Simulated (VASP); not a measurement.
# NaCl in VASP: settings compared

NaCl is run at these levels: PBE, PBEsol, RPBE, revPBE; tasks: single point.

Everything below comes from runs of VASP 6.6.1. Logs are shortened: lines on timing, memory, paths and dates and some standing lists are left out, and cuts for length are marked.

**1. The cell of the first run**

The typed cell holds 2 atoms: a = 3.951 Å, b = 3.951 Å, c = 3.951 Å, α = 60.00°, β = 60.00°, γ = 60.00°.

**2. Single point, PBE (atoms moved at random)**

Contents of INCAR:

```
PREC = Accurate
ENCUT = 520
EDIFF = 1E-6
ISMEAR = -1
SIGMA = 0.05
LREAL = False
LASPH = True
NELM = 100
ALGO = Normal
ISIF = 2
LWAVE = False
LCHARG = False
GGA = PE
NBANDS = 14
```

Contents of KPOINTS:

```
regular mesh
0
Gamma
  8 8 8
```

Contents of POSCAR:

```
NaCl
1.0
    0.0000000000      2.7940632177      2.7940632177
    2.7940632177      0.0000000000      2.7940632177
    2.7940632177      2.7940632177      0.0000000000
Cl Na
1 1
Direct
    0.4882060000      0.5126430000      0.5019320000
   -0.0041700000      0.0029950000     -0.0036060000
```

Potentials or basis: VASP PAW PBE potentials, release 64 (Cl, Na_pv).

Started as:

```sh
cat potpaw_PBE.64/Cl/POTCAR potpaw_PBE.64/Na_pv/POTCAR > POTCAR
mpirun -np 1 vasp_std > vasp.out
```

OUTCAR:

```text
PREC = Accurate
   ENCUT = 520
   EDIFF = 1E-6
   ISMEAR = -1
   LREAL = False
   LASPH = True
   NELM = 100
   ISIF = 2
   GGA = PE

 ion  position               nearest neighbor table
   1  0.488  0.513  0.502-
   2  0.996  0.003  0.996-

  LATTYP: Found a face centered cubic cell.
 ALAT       =     5.5881264354

  Lattice vectors:

 A1 = (   0.0000000000,   2.7940632177,   2.7940632177)
 A2 = (   2.7940632177,   0.0000000000,   2.7940632177)
 A3 = (   2.7940632177,   2.7940632177,   0.0000000000)

Analysis of symmetry for initial positions (statically):
=====================================================================
 Subroutine PRICEL returns:
 Original cell was already a primitive cell.

 Routine SETGRP: Setting up the symmetry group for a
 face centered cubic supercell.

 Subroutine GETGRP returns: Found  1 space group operations
 (whereof  1 operations were pure point group operations)
 out of a pool of 48 trial point group operations.

The static configuration has the point symmetry C_1 .

Analysis of symmetry for dynamics (positions and initial velocities):
=====================================================================
 Subroutine PRICEL returns:
 Original cell was already a primitive cell.

 Routine SETGRP: Setting up the symmetry group for a
 face centered cubic supercell.

 Subroutine GETGRP returns: Found  1 space group operations
 (whereof  1 operations were pure point group operations)
 out of a pool of 48 trial point group operations.

The dynamic configuration has the point symmetry C_1 .

 Subroutine INISYM returns: Found  1 space group operations
 (whereof  1 operations are pure point group operations),
 and found     1 'primitive' translations

----------------------------------------------------------------------------------------

                                     Primitive cell

  volume of cell :      43.6253

  direct lattice vectors                    reciprocal lattice vectors
     0.000000000  2.794063218  2.794063218    -0.178950854  0.178950854  0.178950854
     2.794063218  0.000000000  2.794063218     0.178950854 -0.178950854  0.178950854
     2.794063218  2.794063218  0.000000000     0.178950854  0.178950854 -0.178950854

  length of vectors
     3.951402097  3.951402097  3.951402097     0.309951972  0.309951972  0.309951972

  position of ions in fractional coordinates (direct lattice)
     0.488206000  0.512643000  0.501932000
     0.995830000  0.002995000  0.996394000

  ion indices of the primitive-cell ions
   primitive index   ion index
                 1           1
                 2           2

----------------------------------------------------------------------------------------

 KPOINTS: regular mesh

Automatic generation of k-mesh.
 Grid dimensions read from file:
 generate k-points for:    8    8    8

 Generating k-lattice:

  Cartesian coordinates                     Fractional coordinates (reciprocal lattice)
    -0.022368857  0.022368857  0.022368857     0.125000000  0.000000000  0.000000000
     0.022368857 -0.022368857  0.022368857     0.000000000  0.125000000  0.000000000
     0.022368857  0.022368857 -0.022368857     0.000000000  0.000000000  0.125000000

  Length of vectors
     0.038743996  0.038743996  0.038743996

  Shift w.r.t. Gamma in fractional coordinates (k-lattice)
     0.000000000  0.000000000  0.000000000

 Subroutine IBZKPT returns following result:
 ===========================================

 Found    260 irreducible k-points:

 Following reciprocal coordinates:
            Coordinates               Weight
  0.000000  0.000000  0.000000      1.000000
  0.125000  0.000000  0.000000      2.000000
  0.000000  0.125000  0.000000      2.000000
  0.000000  0.000000  0.125000      2.000000
  0.125000  0.125000  0.125000      2.000000
  0.250000  0.000000  0.000000      2.000000
[... 16 lines left out ...]
  0.125000  0.000000  0.250000      2.000000
  0.125000  0.125000 -0.125000      2.000000
 [... further k-points ...]
   k-points           NKPTS =    260   k-points in BZ     NKDIM =    260   number of bands    NBANDS=     14
   number of dos      NEDOS =    301   number of ions     NIONS =      2
   total plane-waves  NPLWV =  27000
   dimension x,y,z NGX =    30 NGY =   30 NGZ =   30
   dimension x,y,z NGXF=    60 NGYF=   60 NGZF=   60
   ions per type =               1   1
   NGX,Y,Z   is equivalent  to a cutoff of  12.62, 12.62, 12.62 a.u.
   NGXF,Y,Z  is equivalent  to a cutoff of  25.24, 25.24, 25.24 a.u.
 SYSTEM =  unknown system
   PREC   = accura    normal or accurate (medium, high low for compatibility)
   ISTART =      0    job   : 0-new  1-cont  2-samecut
   ICHARG =      2    charge: 1-file 2-atom 10-const
   ISPIN  =      1    spin polarized calculation?
   LNONCOLLINEAR =      F non collinear calculations
   LSORBIT =      F    spin-orbit coupling
   LASPH  =      T    aspherical Exc in radial PAW
   ENCUT  =  520.0 eV  38.22 Ry    6.18 a.u.   7.35  7.35  7.35*2*pi/ulx,y,z
   NELM   =    100;   NELMIN=  2; NELMDL= -5     # of ELM steps
   EDIFF  = 0.1E-05   stopping-criterion for ELM
   LREAL  =      F    real-space projection
   EDIFFG = 0.1E-04   stopping-criterion for IOM
   NSW    =      0    number of steps for IOM
   IBRION =     -1    ionic relax: 0-MD 1-quasi-New 2-CG
   NFREE  =      0    steps in history (QN), initial steepest desc. (CG)
   ISIF   =      2    stress and relaxation
   ISYM   =      2    0-nonsym 1-usesym 2-fastsym
   POTIM  = 0.5000    time-step for ionic-motion
   TEBEG  =    0.0;   TEEND  =   0.0 temperature during run
   PSTRESS=    0.0 pullay stress
   NELECT =      14.0000    total number of electrons
   NUPDOWN=      -1.0000    fix difference up-down
   EMIN   =  10.00;   EMAX   =-10.00  energy-range for DOS
   EFERMI =   0.00;   METHOD = LEGACY
   ISMEAR =    -1;   SIGMA  =   0.05  broadening in eV -4-tet -1-fermi 0-gaus
   EFERMI_NEDOS =   21; number of points for ismear=-14 and -15
   IALGO  =     38    algorithm
   IMIX   =      4    mixing-type and parameters
     AMIX     =   0.40;   BMIX     =  1.00
     AMIX_MAG =   1.60;   BMIX_MAG =  1.00
  volume/ion in A,a.u.               =      21.81       147.20
  Fermi-wavevector in a.u.,A,eV,Ry     =   1.120825  2.118053 17.092312  1.256249
  Thomas-Fermi vector in A             =   2.257475
   LORBIT       =      0    0 simple, 1 ext, 2 COOP (PROOUT), +10 PAW based schemes
   GGA     = PE    functional components
   LHFCALC =     F    Hartree Fock is set to
   AEXX    =    0.0000 exact exchange contribution
   IVDW    =     0    specifies the selected vdW correction
   LEPSILON=     F    determine dielectric tensor
   LRPA    =     F    only Hartree local field effects (RPA)
 non-spin polarized calculation
  energy-cutoff  :      520.00
  volume of cell :       43.63
 maximum number of plane-waves:      1211
 NGX is ok and might be reduce to    30

 number of electron      14.0000000 magnetization

 Free energy of the ion-electron system (eV)
  ---------------------------------------------------
  ext. energy  EPLUGINS =         0.00000000
  ---------------------------------------------------
  free energy    TOTEN  =        -6.76432746 eV

  energy without entropy =       -6.76432746  energy(sigma->0) =       -6.76432746

 E-fermi :   0.5385     XC(G=0):  -8.2851

 val. band max:       -0.5687167108   @ k =   0.0000   0.0000   0.0000
 cond. band min:       4.6476906293   @ k =   0.0000   0.0000   0.0000
 fundamental gap:      5.2164073401
 Fermi energy:         0.5385230060

 k-point     1 :       0.0000    0.0000    0.0000
  band No.  band energies     occupation
      1     -21.3343      2.00000
      2     -21.3342      2.00000
      3     -21.3342      2.00000
      4     -13.2914      2.00000
      5      -0.5694      2.00000
      6      -0.5688      2.00000
      7      -0.5687      2.00000
      8       4.6477      0.00000
      9      10.5801      0.00000
     10      10.5804      0.00000
     11      10.5812      0.00000
     12      12.7775      0.00000
     13      12.7809      0.00000
     14      14.4271      0.00000

 k-point     2 :       0.1250    0.0000    0.0000
  band No.  band energies     occupation
      1     -21.3392      2.00000
      2     -21.3346      2.00000
      3     -21.3345      2.00000
      4     -13.2406      2.00000
      5      -0.9531      2.00000
      6      -0.6123      2.00000
      7      -0.6118      2.00000
      8       5.1546      0.00000
      9      10.0426      0.00000
     10      10.7794      0.00000
     11      10.7803      0.00000
     12      12.5257      0.00000
     13      12.5292      0.00000
     14      15.3748      0.00000

 k-point     3 :       0.0000    0.1250    0.0000
  band No.  band energies     occupation
      1     -21.3392      2.00000
      2     -21.3346      2.00000
      3     -21.3345      2.00000
      4     -13.2406      2.00000
      5      -0.9530      2.00000
      6      -0.6124      2.00000
      7      -0.6119      2.00000
      8       5.1547      0.00000
      9      10.0431      0.00000
     10      10.7796      0.00000
     11      10.7797      0.00000
     12      12.5257      0.00000
     13      12.5290      0.00000
     14      15.3752      0.00000
[... 324 lines left out ...]
 k-point    23 :       0.1250    0.0000    0.2500
  band No.  band energies     occupation
      1     -21.3473      2.00000
      2     -21.3369      2.00000
      3     -21.3362      2.00000
      4     -13.1270      2.00000
      5      -1.5283      2.00000
      6      -0.7804      2.00000
      7      -0.7710      2.00000
      8       6.1696      0.00000
      9       9.1881      0.00000
     10      10.7635      0.00000
     11      11.2594      0.00000
     12      11.8848      0.00000
     13      13.2959      0.00000
     14      16.4217      0.00000

 k-point    24 :       0.1250    0.1250   -0.1250
  band No.  band energies     occupation
      1     -21.3473      2.00000
      2     -21.3369      2.00000
      3     -21.3362      2.00000
      4     -13.1270      2.00000
      5      -1.5283      2.00000
      6      -0.7804      2.00000
      7      -0.7710      2.00000
      8       6.1696      0.00000
      9       9.1881      0.00000
     10      10.7635      0.00000
     11      11.2594      0.00000
     12      11.8848      0.00000
     13      13.2959      0.00000
     14      16.4217      0.00000

 [... further k-points ...]

------------------------ aborting loop because EDIFF is reached ----------------------------------------

  FORCE on cell =-STRESS in cart. coord.  units (eV):
  Direction    XX          YY          ZZ          XY          YZ          ZX
  --------------------------------------------------------------------------------------
  -------------------------------------------------------------------------------------
  Total        0.4358438      0.4141912      0.4138720      0.0007275      0.0001974     -0.0006474
  in kB       16.0067370     15.2115260     15.1998043      0.0267176      0.0072495     -0.0237757
  external PRESSURE =      15.4726891 kB  Pullay stress =       0.0000000 kB

 VOLUME and BASIS-vectors are now :
 -----------------------------------------------------------------------------
  energy-cutoff  :      520.00
  volume of cell :       43.63
      direct lattice vectors                 reciprocal lattice vectors
     0.000000000  2.794063218  2.794063218    -0.178950854  0.178950854  0.178950854
     2.794063218  0.000000000  2.794063218     0.178950854 -0.178950854  0.178950854
     2.794063218  2.794063218  0.000000000     0.178950854  0.178950854 -0.178950854

 POSITION                                       TOTAL-FORCE (eV/Angst)
 -----------------------------------------------------------------------------------
      2.83479      2.76651      2.79644        -0.067681      0.008910     -0.008882
      2.79236      5.56640      2.79078         0.067681     -0.008910      0.008882
 -----------------------------------------------------------------------------------
    total drift:                                0.000062      0.000596     -0.000026

  FREE ENERGIE OF THE ION-ELECTRON SYSTEM (eV)
  ---------------------------------------------------
  free  energy   TOTEN  =        -6.7643274592 eV

  energy  without entropy=       -6.7643274592  energy(sigma->0) =       -6.76432746
```

Run time: 1.7 min. Hardware: 1 thread of Intel Xeon Platinum 8488C (Sapphire Rapids), shared host; peak memory 0.27 GiB.

Results:

- Free energy: -6.7643 eV
- Pressure: 1.5 GPa
- Largest force: 0.069 eV/Å
- Band gap on the k mesh: 5.22 eV, direct

Forces on the atoms (eV/Å):
```
Cl  -0.068  0.009 -0.009
Na   0.068 -0.009  0.009
```

Caveat: the cell differs from its parent crystal (atoms moved at random).

**3. Single point, PBEsol**

This run uses another cell than the first one, of 21.98 Å³/atom, 1.007 times its volume.

Contents of INCAR:

```
SYSTEM = NaCl
PREC     = Accurate       ! precision mode
ENCUT    = 520            ! plane-wave cutoff, eV
EDIFF    = 1E-6           ! SCF threshold, eV
ISMEAR   = -1             ! smearing method
SIGMA    = 0.05           ! smearing width, eV
LREAL    = .FALSE.        ! projectors in reciprocal space
LASPH    = .TRUE.         ! aspherical terms in the spheres
NELM     = 80             ! most SCF steps
ALGO     = Normal         ! electronic algorithm
ISIF     = 2              ! what is computed and relaxed
LWAVE    = .FALSE.        ! write WAVECAR
LCHARG   = .FALSE.        ! write CHGCAR
GGA      = PS             ! functional
NBANDS   = 14             ! bands
```

Contents of KPOINTS:

```
regular mesh
0
G
  8 8 8
  0 0 0
```

Contents of POSCAR:

```
NaCl
1.0
    0.0000000000      2.8009991679      2.8009991679
    2.8009991679      0.0000000000      2.8009991679
    2.8009991679      2.8009991679      0.0000000000
Cl Na
1 1
Direct
    0.5000000000      0.5000000000      0.5000000000
    0.0000000000      0.0000000000      0.0000000000
```

Potentials or basis: VASP PAW PBE potentials, release 64 (Cl, Na_pv).

Started as:

```sh
cat potpaw_PBE.64/Cl/POTCAR potpaw_PBE.64/Na_pv/POTCAR > POTCAR
mpirun -np 1 vasp_std > vasp.out
```

Wall time 10 s (1 thread of Intel Xeon Platinum 8488C (Sapphire Rapids), shared host); peak memory 0.16 GiB.

The run converged. Its results:

```yaml
Free_energy: -6.9983 eV
Pressure: 0.0 GPa
Band_gap_on_the_k_mesh: 5.01 eV, direct
```

Levels at points of the mesh, in eV from the valence-band top:
| k point | band 5 | band 6 | band 7 | band 8 | band 9 | band 10 |
| --- | --- | --- | --- | --- | --- | --- |
| (0.00, 0.00, 0.00) | 0.00 | 0.00 | 0.00 | 5.01 | 11.02 | 11.02 |
| (0.50, 0.00, 0.00) | -2.03 | -0.28 | -0.28 | 7.11 | 10.66 | 10.91 |
| (0.50, 0.50, 0.00) | -1.76 | -0.63 | -0.63 | 7.49 | 7.87 | 11.27 |

Caveat: the PAW data sets were made with another functional, which shifts forces and pressure a little.

**4. Single point, RPBE**

Contents of INCAR:

```
SYSTEM = NaCl
ALGO = Normal
EDIFF = 1E-6
ENCUT = 520
GGA = RP
ISIF = 2
ISMEAR = -1
LASPH = .True.
LCHARG = .False.
LREAL = .False.
LWAVE = .False.
NBANDS = 14
NELM = 80
PREC = Accurate
SIGMA = 0.05
```

Contents of KPOINTS:

```
k-points
0
Gamma
  8 8 8
  0 0 0
```

Contents of POSCAR:

```
NaCl
1.0
    0.0000000000      2.7940632177      2.7940632177
    2.7940632177      0.0000000000      2.7940632177
    2.7940632177      2.7940632177      0.0000000000
Cl Na
1 1
Direct
    0.5000000000      0.5000000000      0.5000000000
    0.0000000000      0.0000000000      0.0000000000
```

Started as:

```sh
cat potpaw_PBE.64/Cl/POTCAR potpaw_PBE.64/Na_pv/POTCAR > POTCAR
mpirun -np 1 vasp_std > vasp.out
```

Wall time 12 s (1 thread of Intel Xeon Platinum 8488C (Sapphire Rapids), shared host); peak memory 0.16 GiB.

Results (log left out):

```
Free energy            : -6.4014 eV
Pressure               : 3.5 GPa
Band gap on the k mesh : 5.54 eV, direct
```

Levels at points of the mesh, in eV from the valence-band top:
| k point | band 3 | band 4 | band 5 | band 6 | band 7 | band 8 | band 9 | band 10 | band 11 | band 12 |
| --- | --- | --- | --- | --- | --- | --- | --- | --- | --- | --- |
| (0.00, 0.00, 0.00) | -20.78 | -12.71 | 0.00 | 0.00 | 0.00 | 5.54 | 11.31 | 11.31 | 11.31 | 13.44 |
| (0.50, 0.00, 0.00) | -20.78 | -12.35 | -1.94 | -0.27 | -0.27 | 7.61 | 11.14 | 11.23 | 11.23 | 15.51 |
| (0.50, 0.50, 0.00) | -20.79 | -12.31 | -1.67 | -0.60 | -0.60 | 7.88 | 8.30 | 11.83 | 15.35 | 15.35 |

Caveat: the PAW data sets were made with another functional, which shifts forces and pressure a little. A k mesh can miss the band edges.

**5. Single point, revPBE**

Contents of INCAR:

```
ALGO = Normal
EDIFF = 1E-6
ENCUT = 520
GGA = RE
ISIF = 2
ISMEAR = -1
LASPH = True
LCHARG = False
LREAL = False
LWAVE = False
NBANDS = 14
NELM = 100
PREC = Accurate
SIGMA = 0.05
```

Contents of KPOINTS:

```
k-points
0
Gamma
  8 8 8
```

POSCAR is that of step 4.

Started as:

```sh
cat potpaw_PBE.64/Cl/POTCAR potpaw_PBE.64/Na_pv/POTCAR > POTCAR
mpirun -np 1 vasp_std > vasp.out
```

It took 14 s on 1 thread of Intel Xeon Platinum 8488C (Sapphire Rapids), shared host; peak memory 0.16 GiB.

Results (log left out):

```yaml
Free_energy: -6.4047 eV
Pressure: 3.2 GPa
Band_gap_on_the_k_mesh: 5.49 eV, direct
```

Levels at points of the mesh, in eV from the valence-band top:
```
           k point  band 3  band 4  band 5  band 6  band 7  band 8  band 9  band 10  band 11  band 12
(0.00, 0.00, 0.00)  -20.78  -12.71    0.00    0.00    0.00    5.49   11.29    11.29    11.29    13.44
(0.50, 0.00, 0.00)  -20.78  -12.35   -1.95   -0.27   -0.27    7.55   11.10    11.20    11.20    15.47
(0.50, 0.50, 0.00)  -20.79  -12.30   -1.69   -0.61   -0.61    7.85    8.25    11.77    15.30    15.30
```

Caveat: the PAW data sets were made with another functional, which shifts forces and pressure a little.

**6. Single point, RPBE**

This run uses another cell than the first one, of 24.90 Å³/atom, 1.142 times its volume.

Contents of INCAR:

```
ALGO     = Normal         # electronic algorithm
EDIFF    = 1E-6           # SCF threshold, eV
ENCUT    = 520            # plane-wave cutoff, eV
GGA      = RP             # functional
ISIF     = 2              # what is computed and relaxed
ISMEAR   = -1             # smearing method
LASPH    = T              # aspherical terms in the spheres
LCHARG   = F              # write CHGCAR
LREAL    = F              # projectors in reciprocal space
LWAVE    = F              # write WAVECAR
NBANDS   = 14             # bands
NELM     = 80             # most SCF steps
PREC     = Accurate       # precision mode
SIGMA    = 0.05           # smearing width, eV
```

KPOINTS is that of step 5.

Contents of POSCAR:

```
NaCl
1.0
    0.0000000000      2.9202765861      2.9202765861
    2.9202765861      0.0000000000      2.9202765861
    2.9202765861      2.9202765861      0.0000000000
Cl Na
1 1
Direct
    0.5000000000      0.5000000000      0.5000000000
    0.0000000000      0.0000000000      0.0000000000
```

Potentials or basis: VASP PAW PBE potentials, release 64 (Cl, Na_pv).

Started as:

```sh
cat potpaw_PBE.64/Cl/POTCAR potpaw_PBE.64/Na_pv/POTCAR > POTCAR
mpirun -np 1 vasp_std > vasp.out
```

Wall time 11 s (1 thread of Intel Xeon Platinum 8488C (Sapphire Rapids), shared host); peak memory 0.16 GiB.

The run converged. Its results:

- Free energy: -6.4632 eV
- Pressure: 0.0 GPa
- Band gap on the k mesh: 5.05 eV, direct

Levels at points of the mesh, in eV from the valence-band top:
```csv
k point,band 5,band 6,band 7,band 8,band 9,band 10
"(0.00, 0.00, 0.00)",0.00,0.00,0.00,5.05,11.17,11.17
"(0.50, 0.00, 0.00)",-1.57,-0.21,-0.21,7.37,10.07,10.90
"(0.50, 0.50, 0.00)",-1.35,-0.49,-0.49,7.48,8.39,10.91
```

Caveat: the PAW data sets were made with another functional, which shifts forces and pressure a little.

**7. Summary**

| level | cell | gap on the mesh (eV) | pressure (GPa) |
| --- | --- | --- | --- |
| PBE | a = 3.951 Å, angles 60.0°, 2 atoms | 5.22 | 1.5 |
| PBEsol | a = 3.961 Å, angles 60.0°, 2 atoms | 5.01 | 0.0 |
| RPBE | a = 3.951 Å, angles 60.0°, 2 atoms | 5.54 | 3.5 |
| revPBE | a = 3.951 Å, angles 60.0°, 2 atoms | 5.49 | 3.2 |
| RPBE | a = 4.130 Å, angles 60.0°, 2 atoms | 5.05 | 0.0 |

Some of these runs hold the atoms at other places in the same cell, which the table doesn't show; runs alike in all that it shows share one row.

Alike in all rows: task single point; potentials or basis VASP PAW PBE potentials, release 64 (Cl, Na_pv); no spin polarisation; k mesh 8 × 8 × 8; cutoff (eV) 520; smearing fermi-dirac 0.05 eV.

Caveats: the PAW data sets were made with another functional, which shifts forces and pressure a little (some runs).

Absolute energies hang on the potentials; compare differences alone.
